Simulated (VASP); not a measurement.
## As: single point with PBE+D3(BJ)

The system is As, a slab with vacuum.

```xyz
4
Lattice="3.5716 0.0000 0.0000 -1.7858 3.0931 0.0000 0.0000 0.0000 20.2951" Properties=species:S:1:pos:R:3 pbc="T T T"
As    0.0000    2.0621    4.5000
As    1.7858    1.0310    5.8976
As    1.4882    1.5466    9.1676
As   -0.2976    2.5776   10.5651
```

This cell differs from its parent crystal: layers slid over each other.

```
Program             : VASP 6.6.1
Task                : single point
Functional          : PBE
Dispersion          : D3(BJ)
Potentials or basis : VASP PAW PBE potentials, release 64 (As_d)
Cutoff              : 400 eV
k mesh              : 9 × 9 × 1
Occupations         : gaussian, width 0.05 eV
Spin                : no spin polarisation
```

```json
{
 "Largest force": "0.206 eV/Å",
 "Band gap on the k mesh": "0.79 eV (least direct gap 1.34 eV)",
 "Dispersion energy per atom": "-0.272 eV"
}
```

Forces in eV/Å, atoms in the order of the input:
```
As   0.018 -0.035 -0.072
As   0.050 -0.083 -0.181
As  -0.047  0.085  0.181
As  -0.021  0.034  0.072
```

Levels at points of the mesh, in eV from the valence-band top:
| k point | band 28 | band 29 | band 30 | band 31 | band 32 | band 33 |
| --- | --- | --- | --- | --- | --- | --- |
| (0.00, 0.00, 0.00) | -0.37 | -0.35 | -0.15 | 1.53 | 2.15 | 3.02 |

Run time: 120 s on 1 thread of Intel(R) Xeon(R) 6975P-C (Granite Rapids) (shared host), peak memory 0.32 GiB.

Caveat: the cell differs from its parent crystal (layers slid over each other).
